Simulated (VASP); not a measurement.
Input of a VASP 6.6.1 run:

Contents of INCAR:

```
SYSTEM = CaS
PREC = Accurate
ENCUT = 500
EDIFF = 1E-8
ISMEAR = 0
SIGMA = 0.01
LREAL = .False.
LASPH = .True.
NELM = 120
ALGO = Normal
ISIF = 3
LWAVE = .False.
LCHARG = .False.
GGA = PS
IBRION = 6
NFREE = 2
POTIM = 0.015
NSW = 1
GGA_COMPAT = .False.
```

The input KPOINTS:

```
regular mesh
0
Gamma
  8 8 8
  0 0 0
```

POSCAR

```
CaS
1.0
    0.0000000000      2.8165476349      2.8165476349
    2.8165476349      0.0000000000      2.8165476349
    2.8165476349      2.8165476349      0.0000000000
Ca S
1 1
Direct
    0.0000000000      0.0000000000      0.0000000000
    0.5000000000      0.5000000000      0.5000000000
```

Potentials or basis: VASP PAW PBE potentials, release 64 (Ca_sv, S).

Command:

```sh
$ cat potpaw_PBE.64/Ca_sv/POTCAR potpaw_PBE.64/S/POTCAR > POTCAR
$ mpirun -np 1 vasp_std > vasp.out
```

Problem. What does it give for the elastic constants C11, C12, C44?

Solution. 141, 23, 34 GPa.

Problem. Predict the Voigt bulk modulus.

Solution. 62 GPa.

Problem. Estimate the highest phonon frequency at Γ, LO-TO splitting left out.

Solution. 232 cm⁻¹.

Clamped-ion elastic tensor (GPa):
```
141  23  23   0   0   0
 23 141  23   0   0   0
 23  23 141   0   0   0
  0   0   0  34   0   0
  0   0   0   0  34   0
  0   0   0   0   0  34
```

Caveat: the PAW data sets were made with another functional, which shifts forces and pressure a little.
